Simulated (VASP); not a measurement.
Wanted: the native input for a VASP 6.6.1 run.

* Task: single point
* Functional: PBE
* Potentials or basis: VASP PAW PBE potentials, release 64 (W_sv, C)
* Cutoff: 520 eV
* k mesh: 24 × 24 × 24
* Occupations: gaussian, width 0.15 eV
* Spin: no spin polarisation
* Dipole correction: no
* Further INCAR settings: ALGO = Normal; EDIFF = 1e-06; NBANDS = 16

The structure of WC lies in POSCAR:

```
WC
1.0
    3.0844184744      0.0000000000      0.0000000000
   -1.5422092372      2.6711847547      0.0000000000
    0.0000000000      0.0000000000      2.5547299123
W C
1 1
Direct
    0.0000000000      0.0000000000      0.0000000000
    0.6666666667      0.3333333333      0.5000000000
```

This cell differs from its parent crystal: ratio of the length along z to the lengths across it x 0.85, volume and fractional coordinates fixed.

One way to write it, as run:

INCAR

```
PREC = Accurate ; ENCUT = 520
EDIFF = 1E-6 ; ISMEAR = 0
SIGMA = 0.15 ; LREAL = F
LASPH = T ; NELM = 100
ALGO = Normal ; ISIF = 2
LWAVE = F ; LCHARG = T
GGA = PE ; LELF = T
LVHAR = T ; NBANDS = 16
```

KPOINTS

```
Automatic mesh
0
Gamma
  24 24 24
```

Potentials or basis: VASP PAW PBE potentials, release 64 (W_sv, C).

Command:

```sh
$ cat potpaw_PBE.64/W_sv/POTCAR potpaw_PBE.64/C/POTCAR > POTCAR
$ mpirun -np 1 vasp_std > vasp.out
```

Results of the run:

```json
{
  "Pressure": "16.6 GPa",
  "Band gap on the k mesh": "zero (bands 9 and 10 overlap by 2.52 eV)"
}
```

Caveat: the stress differs along the axes, from -24 to 98 GPa; spin-orbit coupling is left out, which moves the levels of the heavy elements.

Run time: 2.2 min on 1 thread of Intel(R) Xeon(R) Platinum 8488C (Sapphire Rapids), on a shared host, peak memory 0.36 GiB.
